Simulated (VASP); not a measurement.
# BiTe (I4mm) in VASP: notebook, part 3 of 3

VASP 6.6.1. The steps go on from the part before.

## 5. Single point, PBE (atoms displaced along a vibrational mode, the cell strained)

INCAR reads:

```
PREC = Accurate
ENCUT = 520
EDIFF = 1E-6
ISMEAR = 0
SIGMA = 0.15
LREAL = False
LASPH = True
NELM = 60
ALGO = Normal
ISIF = 2
LWAVE = False
LCHARG = False
GGA = PE
NBANDS = 18
```

KPOINTS reads:

```
regular mesh
0
Gamma
  12 12 12
```

POSCAR reads:

```
BiTe
1.0
    0.0000000000      3.2511939987      3.0993632390
    3.2511939987      0.0000000000      3.0993632390
    3.2511939987      3.2511939987      0.0000000000
Bi Te
1 1
Direct
    0.0305179670      0.0305179670     -0.0305179670
    0.4500183625      0.4500183625      0.5499816375
```

Potentials or basis: VASP PAW PBE potentials, release 64 (Bi_d, Te).

Command:

```console
cat potpaw_PBE.64/Bi_d/POTCAR potpaw_PBE.64/Te/POTCAR > POTCAR
mpirun -np 1 vasp_std > vasp.out
```

OUTCAR:

```text
PREC = Accurate
   ENCUT = 520
   EDIFF = 1E-6
   ISMEAR = 0
   LREAL = False
   LASPH = True
   NELM = 60
   ISIF = 2
   GGA = PE

 ion  position               nearest neighbor table
   1  0.031  0.031  0.969-   2 2.60   2 3.29   2 3.29   2 3.29   2 3.29   2 3.60
   2  0.450  0.450  0.550-   1 2.60   1 3.29   1 3.29   1 3.29   1 3.29   1 3.60

  LATTYP: Found a body centered tetragonal cell.
 ALAT       =     4.5978826469
 C/A-ratio  =     1.3481697890

  Lattice vectors:

 A1 = (   0.0000000000,  -3.2511939987,  -3.0993632390)
 A2 = (   0.0000000000,   3.2511939987,  -3.0993632390)
 A3 = (   3.2511939987,   0.0000000000,   3.0993632390)

Analysis of symmetry for initial positions (statically):
=====================================================================
 Subroutine PRICEL returns:
 Original cell was already a primitive cell.

 Routine SETGRP: Setting up the symmetry group for a
 body centered tetragonal supercell.

 Subroutine GETGRP returns: Found  8 space group operations
 (whereof  8 operations were pure point group operations)
 out of a pool of 16 trial point group operations.

The static configuration has the point symmetry C_4v.

Analysis of symmetry for dynamics (positions and initial velocities):
=====================================================================
 Subroutine PRICEL returns:
 Original cell was already a primitive cell.

 Routine SETGRP: Setting up the symmetry group for a
 body centered tetragonal supercell.

 Subroutine GETGRP returns: Found  8 space group operations
 (whereof  8 operations were pure point group operations)
 out of a pool of 16 trial point group operations.

The dynamic configuration has the point symmetry C_4v.

 Subroutine INISYM returns: Found  8 space group operations
 (whereof  8 operations are pure point group operations),
 and found     1 'primitive' translations

----------------------------------------------------------------------------------------

                                     Primitive cell

  volume of cell :      65.5222

  direct lattice vectors                    reciprocal lattice vectors
     0.000000000  3.251193999  3.099363239    -0.153789654  0.153789654  0.161323460
     3.251193999  0.000000000  3.099363239     0.153789654 -0.153789654  0.161323460
     3.251193999  3.251193999  0.000000000     0.153789654  0.153789654 -0.161323460

  length of vectors
     4.491805306  4.491805306  4.597882647     0.270791015  0.270791015  0.270791015

  position of ions in fractional coordinates (direct lattice)
     0.030517967  0.030517967  0.969482033
     0.450018363  0.450018363  0.549981637

  ion indices of the primitive-cell ions
   primitive index   ion index
                 1           1
                 2           2

----------------------------------------------------------------------------------------

 KPOINTS: regular mesh

Automatic generation of k-mesh.
 Grid dimensions read from file:
 generate k-points for:   12   12   12

 Generating k-lattice:

  Cartesian coordinates                     Fractional coordinates (reciprocal lattice)
    -0.012815804  0.012815804  0.013443622     0.083333333 -0.000000000  0.000000000
     0.012815804 -0.012815804  0.013443622    -0.000000000  0.083333333  0.000000000
     0.012815804  0.012815804 -0.013443622     0.000000000  0.000000000  0.083333333

  Length of vectors
     0.022565918  0.022565918  0.022565918

  Shift w.r.t. Gamma in fractional coordinates (k-lattice)
     0.000000000  0.000000000  0.000000000

 Subroutine IBZKPT returns following result:
 ===========================================

 Found    163 irreducible k-points:

 Following reciprocal coordinates:
            Coordinates               Weight
  0.000000  0.000000  0.000000      1.000000
  0.083333  0.000000  0.000000      8.000000
  0.166667  0.000000  0.000000      8.000000
  0.250000  0.000000  0.000000      8.000000
  0.333333  0.000000  0.000000      8.000000
  0.416667  0.000000  0.000000      8.000000
[... 16 lines left out ...]
  0.500000  0.166667  0.000000      8.000000
 -0.416667  0.166667  0.000000      8.000000
 [... further k-points ...]
   k-points           NKPTS =    163   k-points in BZ     NKDIM =    163   number of bands    NBANDS=     18
   number of dos      NEDOS =    301   number of ions     NIONS =      2
   total plane-waves  NPLWV =  46656
   dimension x,y,z NGX =    36 NGY =   36 NGZ =   36
   dimension x,y,z NGXF=    72 NGYF=   72 NGZF=   72
   ions per type =               1   1
   NGX,Y,Z   is equivalent  to a cutoff of  13.32, 13.32, 13.02 a.u.
   NGXF,Y,Z  is equivalent  to a cutoff of  26.65, 26.65, 26.03 a.u.
 SYSTEM =  unknown system
   PREC   = accura    normal or accurate (medium, high low for compatibility)
   ISTART =      0    job   : 0-new  1-cont  2-samecut
   ICHARG =      2    charge: 1-file 2-atom 10-const
   ISPIN  =      1    spin polarized calculation?
   LNONCOLLINEAR =      F non collinear calculations
   LSORBIT =      F    spin-orbit coupling
   LASPH  =      T    aspherical Exc in radial PAW
   ENCUT  =  520.0 eV  38.22 Ry    6.18 a.u.   8.35  8.35  8.55*2*pi/ulx,y,z
   NELM   =     60;   NELMIN=  2; NELMDL= -5     # of ELM steps
   EDIFF  = 0.1E-05   stopping-criterion for ELM
   LREAL  =      F    real-space projection
   EDIFFG = 0.1E-04   stopping-criterion for IOM
   NSW    =      0    number of steps for IOM
   IBRION =     -1    ionic relax: 0-MD 1-quasi-New 2-CG
   NFREE  =      0    steps in history (QN), initial steepest desc. (CG)
   ISIF   =      2    stress and relaxation
   ISYM   =      2    0-nonsym 1-usesym 2-fastsym
   POTIM  = 0.5000    time-step for ionic-motion
   TEBEG  =    0.0;   TEEND  =   0.0 temperature during run
   PSTRESS=    0.0 pullay stress
   NELECT =      21.0000    total number of electrons
   NUPDOWN=      -1.0000    fix difference up-down
   EMIN   =  10.00;   EMAX   =-10.00  energy-range for DOS
   EFERMI =   0.00;   METHOD = LEGACY
   ISMEAR =     0;   SIGMA  =   0.15  broadening in eV -4-tet -1-fermi 0-gaus
   EFERMI_NEDOS =   21; number of points for ismear=-14 and -15
   IALGO  =     38    algorithm
   IMIX   =      4    mixing-type and parameters
     AMIX     =   0.40;   BMIX     =  1.00
     AMIX_MAG =   1.60;   BMIX_MAG =  1.00
  volume/ion in A,a.u.               =      32.76       221.08
  Fermi-wavevector in a.u.,A,eV,Ry     =   1.120345  2.117145 17.077670  1.255173
  Thomas-Fermi vector in A             =   2.256991
   LORBIT       =      0    0 simple, 1 ext, 2 COOP (PROOUT), +10 PAW based schemes
   GGA     = PE    functional components
   LHFCALC =     F    Hartree Fock is set to
   AEXX    =    0.0000 exact exchange contribution
   IVDW    =     0    specifies the selected vdW correction
   LEPSILON=     F    determine dielectric tensor
   LRPA    =     F    only Hartree local field effects (RPA)
 non-spin polarized calculation
 Gauss-broadening in eV      SIGMA  =   0.15
  energy-cutoff  :      520.00
  volume of cell :       65.52
 maximum number of plane-waves:      1788
 NGX is ok and might be reduce to    36
   NGX = 17   NGY = 17   NGZ = 17

 number of electron      21.0000002 magnetization

 Free energy of the ion-electron system (eV)
  ---------------------------------------------------
  ext. energy  EPLUGINS =         0.00000000
  ---------------------------------------------------
  free energy    TOTEN  =        -6.47227963 eV

  energy without entropy =       -6.45729939  energy(sigma->0) =       -6.46478951

 E-fermi :   7.3016     XC(G=0):  -9.5183

 val. band max:        7.2894590026   @ k =   0.3333   0.0833   0.0000
 cond. band min:       7.3018896409   @ k =  -0.1667   0.2500   0.1667
 fundamental gap:      0.0124306382
 Fermi energy:         7.3015515228

 k-point     1 :       0.0000    0.0000    0.0000
  band No.  band energies     occupation
      1     -16.2102      2.00000
      2     -16.1059      2.00000
      3     -16.1059      2.00000
      4     -16.0314      2.00000
      5     -16.0278      2.00000
      6      -7.1248      2.00000
[... 10 lines left out ...]
     17      12.9881      0.00000
     18      13.4020      0.00000

 k-point     2 :       0.0833    0.0000    0.0000
  band No.  band energies     occupation
      1     -16.2108      2.00000
      2     -16.1055      2.00000
      3     -16.1054      2.00000
      4     -16.0314      2.00000
      5     -16.0276      2.00000
      6      -7.0651      2.00000
[... 10 lines left out ...]
     17      13.5304      0.00000
     18      13.9373      0.00000
[... 442 lines left out ...]
 k-point    24 :      -0.4167    0.1667    0.0000
  band No.  band energies     occupation
      1     -16.2215      2.00000
      2     -16.0990      2.00000
      3     -16.0973      2.00000
      4     -16.0308      2.00000
      5     -16.0255      2.00000
      6      -5.5981      2.00000
[... 10 lines left out ...]
     17      16.8768      0.00000
     18      17.8507      0.00000

 [... further k-points ...]
[... 5 lines left out ...]
  --------------------------------------------------------------------------------------
  -------------------------------------------------------------------------------------
  Total        1.5038666      1.5038666      8.5892413      0.0000000      0.0000000      0.0000000
  in kB       36.7732191     36.7732191    210.0279743      0.0000000      0.0000000      0.0000000
  external PRESSURE =      94.5248042 kB  Pullay stress =       0.0000000 kB

 VOLUME and BASIS-vectors are now :
 -----------------------------------------------------------------------------
  energy-cutoff  :      520.00
  volume of cell :       65.52
      direct lattice vectors                 reciprocal lattice vectors
     0.000000000  3.251193999  3.099363239    -0.153789654  0.153789654  0.161323460
     3.251193999  0.000000000  3.099363239     0.153789654 -0.153789654  0.161323460
     3.251193999  3.251193999  0.000000000     0.153789654  0.153789654 -0.161323460

 POSITION                                       TOTAL-FORCE (eV/Angst)
 -----------------------------------------------------------------------------------
      3.25119      3.25119      0.18917         0.000000      0.000000     -3.529598
      3.25119      3.25119      2.78954         0.000000      0.000000      3.529598
 -----------------------------------------------------------------------------------
    total drift:                               -0.000000     -0.000000     -0.000218

  FREE ENERGIE OF THE ION-ELECTRON SYSTEM (eV)
  ---------------------------------------------------
  free  energy   TOTEN  =        -6.4722796305 eV

  energy  without entropy=       -6.4572993884  energy(sigma->0) =       -6.46478951
```

It took 3.5 min on 1 thread of Intel Xeon 8259CL, shared host; peak memory 0.34 GiB.

What came out:

| Item | Value |
| --- | --- |
| Free energy | -6.4723 eV |
| Pressure | 9.5 GPa |
| Largest force | 3.530 eV/Å |
| Band gap on the k mesh | zero (an odd number of electrons rules out a gap without spin polarisation) |

Forces in eV/Å, atoms in the order of the input:
```
Bi   0.000  0.000 -3.530
Te   0.000  0.000  3.530
```

Levels at points of the mesh, in eV from the Fermi level:
```
           k point  band 8  band 9  band 10  band 11  band 12  band 13
(0.00, 0.00, 0.00)   -3.82   -2.41    -2.41     0.63     0.63     3.43
(0.50, 0.00, 0.00)   -3.15   -2.59    -2.38    -0.66    -0.59     0.73
(0.50, 0.50, 0.00)   -5.52   -4.56    -4.56     1.84     3.57     3.57
(0.50, 0.00, 0.50)   -6.12   -4.69    -3.78     0.30     4.38     4.74
```

Caveat: the cell differs from its parent crystal (atoms displaced along a vibrational mode, the cell strained); the stress differs along the axes, from 4 to 21 GPa; spin-orbit coupling is left out, which moves the levels of the heavy elements; forces of over 1 eV/Å act on the atoms, so gaps and moduli don't describe the material at rest.

## 6. Summary

```csv
cell,gap on the mesh (eV),pressure (GPa),largest force (eV/Å)
"a = 4.440, b = 4.440, c = 4.598 Å, angles 58.8, 58.8, 62.4°, 2 atoms, atomic positions A",none,5.4,0.86
"a = 4.440, b = 4.440, c = 4.598 Å, angles 58.8, 58.8, 62.4°, 2 atoms, atomic positions B",none,12.5,4.51
"a = 4.440, b = 4.440, c = 4.598 Å, angles 58.8, 58.8, 62.4°, 2 atoms, atomic positions C",none,7.9,2.12
"a = 4.492, b = 4.492, c = 4.598 Å, angles 59.2, 59.2, 61.6°, 2 atoms, atomic positions B",none,9.5,3.53
```

Alike in all rows: task single point; level PBE; potentials or basis VASP PAW PBE potentials, release 64 (Bi_d, Te); no spin polarisation; k mesh 12 × 12 × 12; cutoff (eV) 520; smearing gaussian 0.15 eV.

Caveats: spin-orbit coupling is left out, which moves the levels of the heavy elements; forces of over 1 eV/Å act on the atoms, so gaps and moduli don't describe the material at rest (at least some runs); the stress differs along the axes, from 2 to 12 GPa (at least some runs); the stress differs along the axes, from 4 to 29 GPa (at least some runs); the stress differs along the axes, from 3 to 17 GPa (at least some runs); the stress differs along the axes, from 4 to 21 GPa (at least some runs).

Total energies depend on the potentials used, so only differences within one code and one set of settings carry meaning.

The gap in the log of VASP goes by the Fermi energy; the results here count the filled bands.